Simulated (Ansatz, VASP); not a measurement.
Pb: VASP beside Ansatz

File INCAR:

```
PREC     = Accurate       # precision mode
ENCUT    = 520            # plane-wave cutoff, eV
EDIFF    = 1E-6           # SCF threshold, eV
ISMEAR   = -1             # smearing method
SIGMA    = 0.1            # smearing width, eV
LREAL    = F              # projectors in reciprocal space
LASPH    = T              # aspherical terms in the spheres
NELM     = 60             # most SCF steps
ALGO     = Normal         # electronic algorithm
ISIF     = 2              # what is computed and relaxed
LWAVE    = F              # write WAVECAR
LCHARG   = F              # write CHGCAR
GGA      = PS             # functional
NBANDS   = 21             # bands
```

Contents of KPOINTS:

```
regular mesh
0
Gamma
  9 9 9
```

The input POSCAR:

```
Pb
1.0
    0.0000000000      3.3120884304      3.3120884304
    3.3120884304      0.0000000000      3.3120884304
    3.3120884304      3.3120884304      0.0000000000
Pb
2
Direct
    0.1250000000      0.1250000000      0.1250000000
    0.8750000000      0.8750000000      0.8750000000
```

Input for Ansatz:

```yaml
crystal:
  lattice:
    - [0.0, 3.3120884304, 3.3120884304]
    - [3.3120884304, 0.0, 3.3120884304]
    - [3.3120884304, 3.3120884304, 0.0]
  atoms:
    - { symbol: Pb, position: [0.125, 0.125, 0.125] }
    - { symbol: Pb, position: [0.875, 0.875, 0.875] }
hamiltonian:
  xc: pbesol
  pseudopotentials:
    kind: paw
    azcp:
      Pb: "pseudopotentials/Pb.paw.azcp"
basis:
  ecutwfc: 420
  fft_grid_basis: typed
kpoints:
  mp_grid: { grid: [9, 9, 9], shift: [0, 0, 0] }
magnetization:
  spin_polarized: false
scf:
  occupations: { method: fermi_dirac, width: 0.1 }
  lower_state_search: "off"
output:
  stress: true
```

Alike in both runs: task single point; functional PBEsol; k mesh 9 × 9 × 9; occupations fermi-dirac, width 0.1 eV; no spin polarisation.

```csv
,VASP,Ansatz
version,VASP 6.6.1,Ansatz 0.2.0
potentials or method,"VASP PAW PBE potentials, release 64 (Pb_d), cutoff 520 eV","plane waves (420 eV) with PAW, scalar-relativistic"
valence electrons in the cell,28,28
```

Ansatz gave:

- pressure (GPa): 5.2

Question: Which values does VASP return?

Answer: Pressure (GPa): 5.1.

VASP's potentials were made for PBE, not for PBEsol, and Ansatz warns of the same on its side. The functional is the same, so the differences come from potentials, cutoffs and numerics.

Neither program's run includes spin-orbit coupling.
